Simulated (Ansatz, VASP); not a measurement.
## Be in VASP and in Ansatz

```
Be
1.0
     0.00000    1.31012    1.31012
     1.31012    0.00000    1.31012
     1.31012    1.31012    0.00000
Be
1
Direct
  0.00000 0.00000 0.00000
```

Change from the starting cell: volume scaled by 0.6, LAPW.

Alike in both runs: task single point; functional LDA; k mesh 21 × 21 × 21; occupations fermi-dirac, width 0.05 eV; no spin polarisation.

|  | VASP | Ansatz |
| --- | --- | --- |
| version | VASP 6.6.1 | Ansatz 0.2.0 |
| potentials or method | VASP PAW LDA potentials, release 64 (Be), cutoff 520 eV | all-electron LAPW, scalar-relativistic |

Ansatz gave:

- pressure (GPa): 156.6

Question: Estimate VASP's values.

Answer: Pressure (GPa): 158.8.

LDA's correlation is that of Perdew and Zunger in VASP and of Perdew and Wang (1992) in Ansatz. Both programs put the cell under a high pressure, so it lies far from rest at this level. Ansatz ran all-electron here, and VASP with PAW potentials.

Noted on VASP's run: the cell as given lies far from equilibrium.
